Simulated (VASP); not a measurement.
Here is a VASP 6.6.1 calculation.

The input POSCAR:

```
SrO
1.0
    0.0000000000      2.7922810265      2.8341652419
    2.7922810265      0.0000000000      2.8341652419
    2.7922810265      2.7922810265      0.0000000000
Sr O
1 1
Direct
    0.0000000000      0.0000000000      0.0000000000
    0.2500000000      0.2500000000      0.2500000000
```

Contents of INCAR.step1:

```
PREC = Accurate
ENCUT = 520
ISMEAR = 0
SIGMA = 0.01
LREAL = F
LASPH = T
NELM = 100
NBANDS = 15
GGA = PE
ALGO = Normal
EDIFF = 1E-4
LWAVE = T
LCHARG = F
```

File INCAR.step2:

```
PREC = Accurate
ENCUT = 520
EDIFF = 1E-6
ISMEAR = 0
SIGMA = 0.01
LREAL = F
LASPH = T
NELM = 100
ALGO = Normal
ISIF = 2
LWAVE = F
LCHARG = T
METAGGA = R2SCAN
LMIXTAU = T
LELF = T
LVHAR = T
NBANDS = 15
ISTART = 1
```

File KPOINTS:

```
regular mesh
0
Gamma
  8 8 8
```

Potentials or basis: VASP PAW PBE potentials, release 64 (Sr_sv, O).

Run with:

```sh
$ cat potpaw_PBE.64/Sr_sv/POTCAR potpaw_PBE.64/O/POTCAR > POTCAR
$ cp INCAR.step1 INCAR
$ mpirun -np 1 vasp_std > vasp.out
$ cp INCAR.step2 INCAR
$ mpirun -np 1 vasp_std > vasp.out
```

Q: What does it give for the pressure?

A: -0.5 GPa.

Q: Predict the band gap on the k mesh.

A: 2.86 eV, indirect (least direct gap 3.67 eV).

Stress tensor (GPa, compression positive):
```
-0.46  0.00  0.00
 0.00 -0.46  0.00
 0.00  0.00 -0.65
```

Caveat: the cell differs from its parent crystal (uniaxial z strain +1.5%); the PAW data sets were made with another functional, which shifts forces and pressure a little. A k mesh can miss the band edges.
